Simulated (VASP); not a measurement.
# PbS (Galena) (Fm-3m) in VASP: notebook

PbS (Galena) is run at these levels: LDA, PBE; tasks: dielectric tensor, vibrations by perturbation theory, elastic constants.

All numbers are computed with VASP 6.6.1; they aren't measurements. Logs are shortened: lines on timing, memory, paths and dates and some standing lists are left out, and cuts for length are marked.

**1. The cell of the first run**

It takes space group Fm-3m (No. 225, cubic). Conventional cell: a = 5.931 Å, b = 5.931 Å, c = 5.931 Å, α = 90.00°, β = 90.00°, γ = 90.00°. Within 3.9 Å of Pb (site symmetry m-3m) lie 6 S at 2.97 Å. S (site symmetry m-3m) has 6 Pb at 2.97 Å within 3.9 Å.

**2. Dielectric tensor, LDA**

Input file INCAR:

```
PREC = Accurate
ENCUT = 520
EDIFF = 1E-8
ISMEAR = 0
SIGMA = 0.01
LREAL = F
LASPH = T
NELM = 100
ALGO = Normal
ISIF = 2
LWAVE = F
LCHARG = F
GGA = CA
LEPSILON = T
```

Input file KPOINTS:

```
Automatic mesh
0
Gamma
  8 8 8
```

Input file POSCAR:

```
PbS
1.0
    0.0000000000      2.9657500000      2.9657500000
    2.9657500000      0.0000000000      2.9657500000
    2.9657500000      2.9657500000      0.0000000000
Pb S
1 1
Direct
    0.0000000000      0.0000000000      0.0000000000
    0.5000000000      0.5000000000      0.5000000000
```

Potentials or basis: VASP PAW LDA potentials, release 64 (Pb_d, S).

Started as:

```
cat potpaw_LDA.64/Pb_d/POTCAR potpaw_LDA.64/S/POTCAR > POTCAR
mpirun -np 1 vasp_std > vasp.out
```

OUTCAR:

```text
PREC = Accurate
   ENCUT = 520
   EDIFF = 1E-8
   ISMEAR = 0
   LREAL = F
   LASPH = T
   NELM = 100
   ISIF = 2
   GGA = CA
   LEPSILON = T

 ion  position               nearest neighbor table
   1  0.000  0.000  0.000-   2 2.97   2 2.97   2 2.97   2 2.97   2 2.97   2 2.97
   2  0.500  0.500  0.500-   1 2.97   1 2.97   1 2.97   1 2.97   1 2.97   1 2.97

  LATTYP: Found a face centered cubic cell.
 ALAT       =     5.9315000000

  Lattice vectors:

 A1 = (   0.0000000000,   2.9657500000,   2.9657500000)
 A2 = (   2.9657500000,   0.0000000000,   2.9657500000)
 A3 = (   2.9657500000,   2.9657500000,   0.0000000000)

Analysis of symmetry for initial positions (statically):
=====================================================================
 Subroutine PRICEL returns:
 Original cell was already a primitive cell.

 Routine SETGRP: Setting up the symmetry group for a
 face centered cubic supercell.

 Subroutine GETGRP returns: Found 48 space group operations
 (whereof 48 operations were pure point group operations)
 out of a pool of 48 trial point group operations.

The static configuration has the point symmetry O_h .

Analysis of symmetry for dynamics (positions and initial velocities):
=====================================================================
 Subroutine PRICEL returns:
 Original cell was already a primitive cell.

 Routine SETGRP: Setting up the symmetry group for a
 face centered cubic supercell.

 Subroutine GETGRP returns: Found 48 space group operations
 (whereof 48 operations were pure point group operations)
 out of a pool of 48 trial point group operations.

The dynamic configuration has the point symmetry O_h .

 Subroutine INISYM returns: Found 48 space group operations
 (whereof 48 operations are pure point group operations),
 and found     1 'primitive' translations

----------------------------------------------------------------------------------------

                                     Primitive cell

  volume of cell :      52.1715

  direct lattice vectors                    reciprocal lattice vectors
     0.000000000  2.965750000  2.965750000    -0.168591419  0.168591419  0.168591419
     2.965750000  0.000000000  2.965750000     0.168591419 -0.168591419  0.168591419
     2.965750000  2.965750000  0.000000000     0.168591419  0.168591419 -0.168591419

  length of vectors
     4.194203873  4.194203873  4.194203873     0.292008903  0.292008903  0.292008903

  position of ions in fractional coordinates (direct lattice)
     0.000000000  0.000000000  0.000000000
     0.500000000  0.500000000  0.500000000

  ion indices of the primitive-cell ions
   primitive index   ion index
                 1           1
                 2           2

----------------------------------------------------------------------------------------

 KPOINTS: Automatic mesh

Automatic generation of k-mesh.
 Grid dimensions read from file:
 generate k-points for:    8    8    8

 Generating k-lattice:

  Cartesian coordinates                     Fractional coordinates (reciprocal lattice)
    -0.021073927  0.021073927  0.021073927     0.125000000  0.000000000  0.000000000
     0.021073927 -0.021073927  0.021073927     0.000000000  0.125000000  0.000000000
     0.021073927  0.021073927 -0.021073927     0.000000000  0.000000000  0.125000000

  Length of vectors
     0.036501113  0.036501113  0.036501113

  Shift w.r.t. Gamma in fractional coordinates (k-lattice)
     0.000000000  0.000000000  0.000000000

 Subroutine IBZKPT returns following result:
 ===========================================

 Found     29 irreducible k-points:

[... 76 lines left out ...]
 non-spin polarized calculation
 Gauss-broadening in eV      SIGMA  =   0.01
  energy-cutoff  :      520.00
  volume of cell :       52.17
 maximum number of plane-waves:      1424
   NGX = 15   NGY = 15   NGZ = 15

--------------------------------------- Ionic step        1  -------------------------------------------

 number of electron      19.9999998 magnetization

 E-fermi :   5.6790     XC(G=0): -10.0290

 val. band max:        5.5975019352   @ k =   0.5000   0.0000   0.0000
 cond. band min:       5.8040289504   @ k =   0.5000   0.0000   0.0000
 fundamental gap:      0.2065270152
 Fermi energy:         5.6789764459

 k-point     1 :       0.0000    0.0000    0.0000
  band No.  band energies     occupation
      1     -11.1791      2.00000
      2     -11.1791      2.00000
      3     -11.1791      2.00000
      4     -11.1700      2.00000
      5     -11.1700      2.00000
      6      -7.9746      2.00000
      7      -0.4857      2.00000
      8       3.4342      2.00000
      9       3.4342      2.00000
     10       3.4342      2.00000
     11      10.6663      0.00000
     12      10.6663      0.00000
     13      10.6663      0.00000
     14      12.2405      0.00000
[... 377 lines left out ...]
      1     -11.2397      2.00000
      2     -11.1857      2.00000
      3     -11.1640      2.00000
      4     -11.1495      2.00000
      5     -11.1282      2.00000
      6      -6.4533      2.00000
      7      -2.9671      2.00000
      8       2.1247      2.00000
      9       2.5521      2.00000
     10       4.6106      2.00000
     11       7.0150      0.00000
     12       8.8981      0.00000
     13       9.5326      0.00000
     14      13.4831      0.00000

 [... further k-points ...]

  FORCE on cell =-STRESS in cart. coord.  units (eV):
  Direction    XX          YY          ZZ          XY          YZ          ZX
  --------------------------------------------------------------------------------------
  -------------------------------------------------------------------------------------
  Total       -0.8257370     -0.8257370     -0.8257370     -0.0000000      0.0000000     -0.0000000
  in kB      -25.3582167    -25.3582167    -25.3582167     -0.0000000      0.0000000     -0.0000000
  external PRESSURE =     -25.3582167 kB  Pullay stress =       0.0000000 kB

 VOLUME and BASIS-vectors are now :
 -----------------------------------------------------------------------------
  energy-cutoff  :      520.00
  volume of cell :       52.17
      direct lattice vectors                 reciprocal lattice vectors
     0.000000000  2.965750000  2.965750000    -0.168591419  0.168591419  0.168591419
     2.965750000  0.000000000  2.965750000     0.168591419 -0.168591419  0.168591419
     2.965750000  2.965750000  0.000000000     0.168591419  0.168591419 -0.168591419

 POSITION                                       TOTAL-FORCE (eV/Angst)
 -----------------------------------------------------------------------------------
      0.00000      0.00000      0.00000        -0.000000      0.000000     -0.000000
      2.96575      2.96575      2.96575         0.000000     -0.000000      0.000000
 -----------------------------------------------------------------------------------
    total drift:                                0.000000     -0.000000     -0.000000

  FREE ENERGIE OF THE ION-ELECTRON SYSTEM (eV)
  ---------------------------------------------------
  free  energy   TOTEN  =        -9.9821501686 eV

  energy  without entropy=       -9.9821501686  energy(sigma->0) =       -9.98215017

 HEAD OF MICROSCOPIC STATIC DIELECTRIC TENSOR (INDEPENDENT PARTICLE, excluding Hartree and local field effects)
 ------------------------------------------------------
          56.134333     0.000000    -0.000000
           0.000000    56.134333     0.000000
          -0.000000     0.000000    56.134333
 ------------------------------------------------------

 Free energy of the ion-electron system (eV)
  ---------------------------------------------------
  ---------------------------------------------------
  free energy    TOTEN  =        -7.89462166 eV

  energy without entropy =       -7.89462166

------------------------ aborting loop because EDIFF is reached ----------------------------------------

--------------------------------------- Ionic step        2  -------------------------------------------

------------------------ aborting loop because EDIFF is reached ----------------------------------------

--------------------------------------- Ionic step        3  -------------------------------------------

 Free energy of the ion-electron system (eV)
  ---------------------------------------------------
  ---------------------------------------------------
  free energy    TOTEN  =        -7.89462215 eV

  energy without entropy =       -7.89462215

------------------------ aborting loop because EDIFF is reached ----------------------------------------

 PIEZOELECTRIC TENSOR FIELD DIRECTION 3  (e Angst)
 -----------------------------------------------------------------------------
     0.00328  0.00000  0.00000           (  0.00001  0.00000  0.00000)
     0.00000  0.00328 -0.00000           (  0.00000  0.00001  0.00000)
     0.00000  0.00000 -0.00173           (  0.00000  0.00000  0.00003)

 PIEZOELECTRIC TENSOR FIELD DIRECTION 3  (C/m^2)
 -----------------------------------------------------------------------------
     0.00101  0.00000  0.00000
     0.00000  0.00101 -0.00000
     0.00000  0.00000 -0.00053

 MACROSCOPIC STATIC DIELECTRIC TENSOR (including local field effects in DFT)
 ------------------------------------------------------
          54.623974     0.000000    -0.000000
          -0.000000    54.623974    -0.000000
           0.000000     0.000000    54.623974
 ------------------------------------------------------

 PIEZOELECTRIC TENSOR (including local field effects)  for field in x, y, z        (e  Angst)
          XX          YY          ZZ          XY          YZ          ZX
  --------------------------------------------------------------------------------
  x     0.00000     0.00000     0.00000     0.00000     0.00000     0.00000
  y     0.00000     0.00000     0.00000     0.00000     0.00000     0.00000
  z     0.00000     0.00000     0.00000     0.00000     0.00000     0.00000

 PIEZOELECTRIC TENSOR (including local field effects)  for field in x, y, z        (C/m^2)
          XX          YY          ZZ          XY          YZ          ZX
  --------------------------------------------------------------------------------
  x     0.00000     0.00000     0.00000     0.00000     0.00000     0.00000
  y     0.00000     0.00000     0.00000     0.00000     0.00000     0.00000
  z     0.00000     0.00000     0.00000     0.00000     0.00000     0.00000

 BORN EFFECTIVE CHARGES (including local field effects) (in |e|, cummulative output)
 ---------------------------------------------------------------------------------
 ion    1
    1     2.78739     0.00000     0.00000
    2     0.00000     2.78739     0.00000
    3     0.00000     0.00000     2.78739
 ion    2
    1    -2.78739     0.00000     0.00000
    2     0.00000    -2.78739     0.00000
    3     0.00000     0.00000    -2.78739
```

It took 1.8 min on 1 thread of Intel Xeon 6975P-C (Granite Rapids), shared host; peak memory 0.26 GiB.

Results:

```
Band gap on the k mesh                  : 0.21 eV, direct
Electronic dielectric tensor (diagonal) : 54.62
Born charges (mean of the diagonal)     : Pb +2.79; S -2.79 e
```

Electronic dielectric tensor:
```
54.62  0.00  0.00
 0.00 54.62  0.00
 0.00  0.00 54.62
```

Born effective charge tensors (e):
atom 1, Pb
```
2.79 0.00 0.00
0.00 2.79 0.00
0.00 0.00 2.79
```
atom 2, S
```
-2.79  0.00  0.00
 0.00 -2.79  0.00
 0.00  0.00 -2.79
```

Caveat: the gap is small at this level, which inflates the dielectric constant; spin-orbit coupling is left out, which moves the levels of the heavy elements.

(Continued in part 2 of 2.)
